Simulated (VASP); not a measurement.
# ZnCd3Se2 (P6/mmm) in VASP: further runs

The runs below take ZnCd3Se2 through single point, relaxation of cell and atoms, with PBE.

Everything below comes from runs of VASP 6.6.1. Logs are shortened: lines on timing, memory, paths and dates and some standing lists are left out, and cuts for length are marked.

### Step 1. The cell of the first run

The structure is hexagonal, space group P6/mmm (No. 191). The conventional cell has a = 7.141 Å, b = 7.141 Å, c = 3.956 Å, α = 90.00°, β = 90.00°, γ = 120.00°. Zn (site symmetry 6/mmm) has 2 Zn at 3.96 Å and 12 Cd at 4.08 Å and 6 Se at 4.12 Å within 5.2 Å. Within 3.8 Å of Cd (site symmetry mmm) lie 4 Se at 2.86 Å and 4 Cd at 3.57 Å. Within 3.8 Å of Se (site symmetry -6m2) lie 6 Cd at 2.86 Å.

The cell was generated, and may not be a known phase.

### Step 2. Single point, PBE

The input, INCAR:

```
SYSTEM = ZnCd3Se2
PREC = Accurate ; ENCUT = 520
EDIFF = 1E-7 ; ISMEAR = 0
SIGMA = 0.1 ; LREAL = .False.
LASPH = .True. ; NELM = 100
ALGO = Normal ; ISIF = 2
LWAVE = .False. ; LCHARG = .False.
GGA = PE ; NBANDS = 39
```

The input, KPOINTS:

```
regular mesh
0
Gamma
  6 6 8
  0 0 0
```

The input, POSCAR:

```
ZnCd3Se2
1.0
    7.1413838406     -0.0000000034      0.0000000000
   -3.5706919174      6.1846198259      0.0000000000
    0.0000000000      0.0000000000      3.9555468385
Zn Cd Se
1 3 2
Direct
    0.0000000000      0.0000000000      0.0000000000
    0.5000000000      0.0000000000      0.5000000000
    0.5000000000      0.5000000000      0.5000000000
    0.0000000000      0.5000000000      0.5000000000
    0.3333333333      0.6666666667      0.0000000000
    0.6666666667      0.3333333333      0.0000000000
```

Potentials or basis: VASP PAW PBE potentials, release 64 (Zn, Cd, Se).

Run with:

```sh
$ cat potpaw_PBE.64/Zn/POTCAR potpaw_PBE.64/Cd/POTCAR potpaw_PBE.64/Se/POTCAR > POTCAR
$ mpirun -np 1 vasp_std > vasp.out
```

OUTCAR:

```text
SYSTEM = ZnCd3Se2
   PREC = Accurate
   ENCUT = 520
   EDIFF = 1E-7
   ISMEAR = 0
   LREAL = .False.
   LASPH = .True.
   NELM = 100
   ISIF = 2
   GGA = PE

 ion  position               nearest neighbor table
   1  0.000  0.000  0.000-
   2  0.500  0.000  0.500-   5 2.86   6 2.86   5 2.86   6 2.86   4 3.57   4 3.57   3 3.57   3 3.57

   3  0.500  0.500  0.500-   5 2.86   6 2.86   5 2.86   6 2.86   4 3.57   4 3.57   2 3.57   2 3.57

   4  0.000  0.500  0.500-   5 2.86   6 2.86   5 2.86   6 2.86   3 3.57   3 3.57   2 3.57   2 3.57

   5  0.333  0.667  0.000-   4 2.86   4 2.86   2 2.86   2 2.86   3 2.86   3 2.86
   6  0.667  0.333  0.000-   4 2.86   4 2.86   2 2.86   2 2.86   3 2.86   3 2.86

  LATTYP: Found a hexagonal cell.
 ALAT       =     7.1413838406
 C/A-ratio  =     0.5538908042

  Lattice vectors:

 A1 = (   7.1413838406,  -0.0000000034,   0.0000000000)
 A2 = (  -3.5706919174,   6.1846198259,   0.0000000000)
 A3 = (   0.0000000000,   0.0000000000,   3.9555468385)

Analysis of symmetry for initial positions (statically):
=====================================================================
 Subroutine PRICEL returns:
 Original cell was already a primitive cell.

 Routine SETGRP: Setting up the symmetry group for a
 hexagonal supercell.

 Subroutine GETGRP returns: Found 24 space group operations
 (whereof 24 operations were pure point group operations)
 out of a pool of 24 trial point group operations.

The static configuration has the point symmetry D_6h.

Analysis of symmetry for dynamics (positions and initial velocities):
=====================================================================
 Subroutine PRICEL returns:
 Original cell was already a primitive cell.

 Routine SETGRP: Setting up the symmetry group for a
 hexagonal supercell.

 Subroutine GETGRP returns: Found 24 space group operations
 (whereof 24 operations were pure point group operations)
 out of a pool of 24 trial point group operations.

The dynamic configuration has the point symmetry D_6h.

 Subroutine INISYM returns: Found 24 space group operations
 (whereof 24 operations are pure point group operations),
 and found     1 'primitive' translations

----------------------------------------------------------------------------------------

                                     Primitive cell

  volume of cell :     174.7036

  direct lattice vectors                    reciprocal lattice vectors
     7.141383841 -0.000000003  0.000000000     0.140028883  0.080845713  0.000000000
    -3.570691917  6.184619826  0.000000000     0.000000000  0.161691426  0.000000000
     0.000000000  0.000000000  3.955546839     0.000000000  0.000000000  0.252809546

  length of vectors
     7.141383841  7.141383841  3.955546839     0.161691426  0.161691426  0.252809546

  position of ions in fractional coordinates (direct lattice)
     0.000000000  0.000000000  0.000000000
     0.500000000  0.000000000  0.500000000
     0.500000000  0.500000000  0.500000000
     1.000000000  0.500000000  0.500000000
     0.333333333  0.666666667  0.000000000
     0.666666667  0.333333333  0.000000000

  ion indices of the primitive-cell ions
   primitive index   ion index
                 1           1
                 2           2
                 3           3
                 4           4
                 5           5
                 6           6

----------------------------------------------------------------------------------------

 KPOINTS: regular mesh

Automatic generation of k-mesh.
 Grid dimensions read from file:
 generate k-points for:    6    6    8

 Generating k-lattice:

  Cartesian coordinates                     Fractional coordinates (reciprocal lattice)
     0.023338147  0.013474286  0.000000000     0.166666667 -0.000000000  0.000000000
     0.000000000  0.026948571  0.000000000    -0.000000000  0.166666667  0.000000000
     0.000000000  0.000000000  0.031601193     0.000000000  0.000000000  0.125000000

  Length of vectors
     0.026948571  0.026948571  0.031601193

  Shift w.r.t. Gamma in fractional coordinates (k-lattice)
     0.000000000  0.000000000  0.000000000

 Subroutine IBZKPT returns following result:
 ===========================================

 Found     35 irreducible k-points:

 Following reciprocal coordinates:
            Coordinates               Weight
  0.000000  0.000000  0.000000      1.000000
  0.166667  0.000000  0.000000      6.000000
  0.333333  0.000000  0.000000      6.000000
  0.500000  0.000000  0.000000      3.000000
  0.166667  0.166667  0.000000      6.000000
  0.333333  0.166667  0.000000     12.000000
[... 16 lines left out ...]
  0.166667  0.000000  0.375000     12.000000
  0.333333  0.000000  0.375000     12.000000
 [... further k-points ...]
   k-points           NKPTS =     35   k-points in BZ     NKDIM =     35   number of bands    NBANDS=     39
   number of dos      NEDOS =    301   number of ions     NIONS =      6
   total plane-waves  NPLWV =  87480
   dimension x,y,z NGX =    54 NGY =   54 NGZ =   30
   dimension x,y,z NGXF=   108 NGYF=  108 NGZF=   60
   ions per type =               1   3   2
   NGX,Y,Z   is equivalent  to a cutoff of  12.57, 12.57, 12.61 a.u.
   NGXF,Y,Z  is equivalent  to a cutoff of  25.14, 25.14, 25.22 a.u.
 SYSTEM =  ZnCd3Se2
   PREC   = accura    normal or accurate (medium, high low for compatibility)
   ISTART =      0    job   : 0-new  1-cont  2-samecut
   ICHARG =      2    charge: 1-file 2-atom 10-const
   ISPIN  =      1    spin polarized calculation?
   LNONCOLLINEAR =      F non collinear calculations
   LSORBIT =      F    spin-orbit coupling
   LASPH  =      T    aspherical Exc in radial PAW
   ENCUT  =  520.0 eV  38.22 Ry    6.18 a.u.  13.28 13.28  7.35*2*pi/ulx,y,z
   NELM   =    100;   NELMIN=  2; NELMDL= -5     # of ELM steps
   EDIFF  = 0.1E-06   stopping-criterion for ELM
   LREAL  =      F    real-space projection
   EDIFFG = 0.1E-05   stopping-criterion for IOM
   NSW    =      0    number of steps for IOM
   IBRION =     -1    ionic relax: 0-MD 1-quasi-New 2-CG
   NFREE  =      0    steps in history (QN), initial steepest desc. (CG)
   ISIF   =      2    stress and relaxation
   ISYM   =      2    0-nonsym 1-usesym 2-fastsym
   POTIM  = 0.5000    time-step for ionic-motion
   TEBEG  =    0.0;   TEEND  =   0.0 temperature during run
   PSTRESS=    0.0 pullay stress
   NELECT =      60.0000    total number of electrons
   NUPDOWN=      -1.0000    fix difference up-down
   EMIN   =  10.00;   EMAX   =-10.00  energy-range for DOS
   EFERMI =   0.00;   METHOD = LEGACY
   ISMEAR =     0;   SIGMA  =   0.10  broadening in eV -4-tet -1-fermi 0-gaus
   EFERMI_NEDOS =   21; number of points for ismear=-14 and -15
   IALGO  =     38    algorithm
   IMIX   =      4    mixing-type and parameters
     AMIX     =   0.40;   BMIX     =  1.00
     AMIX_MAG =   1.60;   BMIX_MAG =  1.00
  volume/ion in A,a.u.               =      29.12       196.49
  Fermi-wavevector in a.u.,A,eV,Ry     =   1.146457  2.166490 17.883017  1.314365
  Thomas-Fermi vector in A             =   2.283142
   LORBIT       =      0    0 simple, 1 ext, 2 COOP (PROOUT), +10 PAW based schemes
   GGA     = PE    functional components
   LHFCALC =     F    Hartree Fock is set to
   AEXX    =    0.0000 exact exchange contribution
   IVDW    =     0    specifies the selected vdW correction
   LEPSILON=     F    determine dielectric tensor
   LRPA    =     F    only Hartree local field effects (RPA)
 non-spin polarized calculation
 Gauss-broadening in eV      SIGMA  =   0.10
  energy-cutoff  :      520.00
  volume of cell :      174.70
 maximum number of plane-waves:      4740
 NGX is ok and might be reduce to    54
   NGX = 27   NGY = 27   NGZ = 15

 number of electron      59.9999987 magnetization

 Free energy of the ion-electron system (eV)
  ---------------------------------------------------
  ext. energy  EPLUGINS =         0.00000000
  ---------------------------------------------------
  free energy    TOTEN  =       -10.32000437 eV

  energy without entropy =      -10.30974656  energy(sigma->0) =      -10.31487547

 E-fermi :   1.6451     XC(G=0):  -8.9112

 val. band max:        1.6229396152   @ k =   0.3333   0.1667   0.1250
 cond. band min:       1.6646593656   @ k =   0.3333   0.1667   0.3750
 fundamental gap:      0.0417197504
 Fermi energy:         1.6450963883

 k-point     1 :       0.0000    0.0000    0.0000
  band No.  band energies     occupation
      1     -12.2586      2.00000
      2     -11.6622      2.00000
      3      -7.5718      2.00000
      4      -7.4125      2.00000
      5      -7.3793      2.00000
      6      -7.3793      2.00000
[... 31 lines left out ...]
     38       7.3554      0.00000
     39       7.3950      0.00000

 k-point     2 :       0.1667    0.0000    0.0000
  band No.  band energies     occupation
      1     -12.2274      2.00000
      2     -11.7025      2.00000
      3      -7.5486      2.00000
      4      -7.3968      2.00000
      5      -7.3668      2.00000
      6      -7.3537      2.00000
[... 31 lines left out ...]
     38       7.0963      0.00000
     39       7.1705      0.00000

 k-point     3 :       0.3333    0.0000    0.0000
  band No.  band energies     occupation
      1     -12.1449      2.00000
      2     -11.8029      2.00000
      3      -7.4876      2.00000
      4      -7.3753      2.00000
      5      -7.3260      2.00000
      6      -7.3195      2.00000
[... 31 lines left out ...]
     38       7.0434      0.00000
     39       7.0546      0.00000

 k-point     4 :       0.5000    0.0000    0.0000
  band No.  band energies     occupation
      1     -12.0767      2.00000
      2     -11.8800      2.00000
      3      -7.4385      2.00000
      4      -7.3697      2.00000
      5      -7.3175      2.00000
      6      -7.2883      2.00000
[... 31 lines left out ...]
     38       6.9756      0.00000
     39       7.0346      0.00000
[... 754 lines left out ...]
     38       6.8455      0.00000
     39       7.7678      0.00000

 k-point    23 :       0.1667    0.0000    0.3750
  band No.  band energies     occupation
      1     -11.7431      2.00000
      2     -11.7081      2.00000
      3      -7.6142      2.00000
      4      -7.3716      2.00000
      5      -7.3494      2.00000
      6      -7.3343      2.00000
[... 31 lines left out ...]
     38       6.6296      0.00000
     39       7.3997      0.00000

 k-point    24 :       0.3333    0.0000    0.3750
  band No.  band energies     occupation
      1     -11.7352      2.00000
      2     -11.7125      2.00000
      3      -7.5603      2.00000
      4      -7.3487      2.00000
      5      -7.3287      2.00000
      6      -7.2777      2.00000
[... 31 lines left out ...]
     38       6.6630      0.00000
     39       6.7823      0.00000

 [... further k-points ...]

------------------------ aborting loop because EDIFF is reached ----------------------------------------

  FORCE on cell =-STRESS in cart. coord.  units (eV):
  Direction    XX          YY          ZZ          XY          YZ          ZX
  --------------------------------------------------------------------------------------
  -------------------------------------------------------------------------------------
  Total        0.1181175      0.1181175      0.2366911     -0.0000000      0.0000000      0.0000000
  in kB        1.0832360      1.0832360      2.1706544     -0.0000000      0.0000000      0.0000000
  external PRESSURE =       1.4457088 kB  Pullay stress =       0.0000000 kB

 VOLUME and BASIS-vectors are now :
 -----------------------------------------------------------------------------
  energy-cutoff  :      520.00
  volume of cell :      174.70
      direct lattice vectors                 reciprocal lattice vectors
     7.141383841 -0.000000003  0.000000000     0.140028883  0.080845713  0.000000000
    -3.570691917  6.184619826  0.000000000     0.000000000  0.161691426  0.000000000
     0.000000000  0.000000000  3.955546839     0.000000000  0.000000000  0.252809546

 POSITION                                       TOTAL-FORCE (eV/Angst)
 -----------------------------------------------------------------------------------
      0.00000      0.00000      0.00000         0.000000     -0.000000      0.000000
      3.57069     -0.00000      1.97777         0.000000     -0.000000      0.000000
      1.78535      3.09231      1.97777         0.000000     -0.000000      0.000000
     -1.78535      3.09231      1.97777         0.000000     -0.000000      0.000000
      0.00000      4.12308      0.00000        -0.000000      0.000000      0.000000
      3.57069      2.06154      0.00000         0.000000     -0.000000      0.000000
 -----------------------------------------------------------------------------------
    total drift:                                0.000000      0.000000      0.000000

  FREE ENERGIE OF THE ION-ELECTRON SYSTEM (eV)
  ---------------------------------------------------
  free  energy   TOTEN  =       -10.3200043657 eV

  energy  without entropy=      -10.3097465648  energy(sigma->0) =      -10.31487547
```

Run time: 6.5 min. Hardware: 1 thread of Intel Xeon 8259CL, shared host; peak memory 0.38 GiB.

What came out:

```yaml
Free_energy: -10.3200 eV
Pressure: 0.1 GPa
Band_gap_on_the_k_mesh: zero (bands 30 and 31 overlap by 1.87 eV)
```

### Step 3. Relaxation of cell and atoms, PBE

This run uses another cell than the first one, of 24.49 Å³/atom.

The input, INCAR:

```
SYSTEM = ZnCd3Se2
PREC = Accurate ; ENCUT = 600
EDIFF = 1E-6 ; ISMEAR = 0
SIGMA = 0.1 ; LREAL = .False.
LASPH = .True. ; NELM = 100
ALGO = Normal ; ISIF = 3
LWAVE = .False. ; LCHARG = .False.
GGA = PE ; IBRION = 2
NSW = 100 ; EDIFFG = -0.01
```

KPOINTS is that of step 2.

The input, POSCAR:

```
ZnCd3Se2
1.0
    6.0326750300      0.0000000000      0.0000000000
   -3.0163375100      5.2244498300      0.0000000000
    0.0000000000      0.0000000000      4.6621705600
Zn Cd Se
1 3 2
Direct
    0.0000000000      0.0000000000      0.0000000000
    0.5000000000      0.0000000000      0.5000000000
    0.5000000000      0.5000000000      0.5000000000
    0.0000000000      0.5000000000      0.5000000000
    0.3333333300      0.6666666700      0.0000000000
    0.6666666700      0.3333333300      0.0000000000
```

Potentials or basis: VASP PAW PBE potentials, release 64 (Zn, Cd, Se).

Run with:

```sh
$ cat potpaw_PBE.64/Zn/POTCAR potpaw_PBE.64/Cd/POTCAR potpaw_PBE.64/Se/POTCAR > POTCAR
$ mpirun -np 1 vasp_std > vasp.out
```

It took 33 min on 1 thread of Intel Xeon 8259CL, shared host; peak memory 0.43 GiB.

It converged, with:

```
Free energy                           : -10.3091 eV
Relaxed volume                        : 29.08 Å³/atom
Relaxed cell                          : a = 7.122 Å, b = 7.122 Å, c = 3.972 Å, α = 90.00°, β = 90.00°, γ = 120.00°
Space group after relaxing (to 0.1 Å) : P6/mmm (No. 191)
Energy gained by relaxing             : 240.2 meV/atom
Ionic steps                           : 9
Pressure after relaxing               : 0.0 GPa
Band gap on the k mesh                : zero (bands 30 and 31 overlap by 1.87 eV)
```

Stress tensor (GPa, compression positive):
```
 0.05  0.00  0.00
 0.00  0.05  0.00
 0.00  0.00 -0.04
```

Step by step:
| step | energy change (eV) | largest force (eV/Å) | pressure (GPa) | volume (Å³) |
| --- | --- | --- | --- | --- |
| 1 | 0.0000 | 0.0000 | 2.44 | 146.94 |
| 2 | -0.5689 | 0.0000 | 1.28 | 154.69 |
| 3 | -1.4323 | 0.0000 | -0.39 | 175.53 |
| 4 | -1.4379 | 0.0000 | -0.44 | 176.91 |
| 5 | -1.4368 | 0.0000 | -0.42 | 176.40 |
| 6 | -1.4402 | 0.0000 | 0.30 | 173.10 |
| 7 | -1.4412 | 0.0000 | 0.06 | 174.16 |
| 8 | -1.4412 | 0.0000 | 0.04 | 174.21 |
| 9 | -1.4414 | 0.0000 | 0.02 | 174.48 |

Final structure:
```xyz
6
Lattice="7.1218 0.0000 0.0000 -3.5609 6.1676 0.0000 0.0000 0.0000 3.9722" Properties=species:S:1:pos:R:3 pbc="T T T"
Zn    7.1218    0.0000    0.0000
Cd    3.5609    0.0000    1.9861
Cd    1.7804    3.0838    1.9861
Cd    5.3413    3.0838    1.9861
Se    0.0000    4.1117    0.0000
Se    3.5609    2.0559    0.0000
```

Levels at points of the mesh, in eV from the Fermi level:
```
           k point  band 26  band 27  band 28  band 29  band 30  band 31  band 32  band 33  band 34  band 35
(0.00, 0.00, 0.00)    -3.34    -3.34    -2.87    -1.12    -0.94     1.04     1.04     2.00     3.04     3.04
(0.50, 0.00, 0.00)    -2.70    -2.54    -2.34    -1.77    -0.75     0.15     1.18     2.84     3.07     3.10
(0.00, 0.00, 0.50)    -3.86    -1.94    -1.70    -1.70    -1.13    -1.13     0.83     1.13     1.13     3.39
(0.50, 0.00, 0.50)    -3.45    -2.41    -1.52    -1.49    -1.36    -1.17     1.17     1.73     2.51     3.33
```

Caveat: the volume moved by over 15 % at a fixed basis, so the end points are rough.

The gap in the log of VASP goes by the Fermi energy; the results here count the filled bands.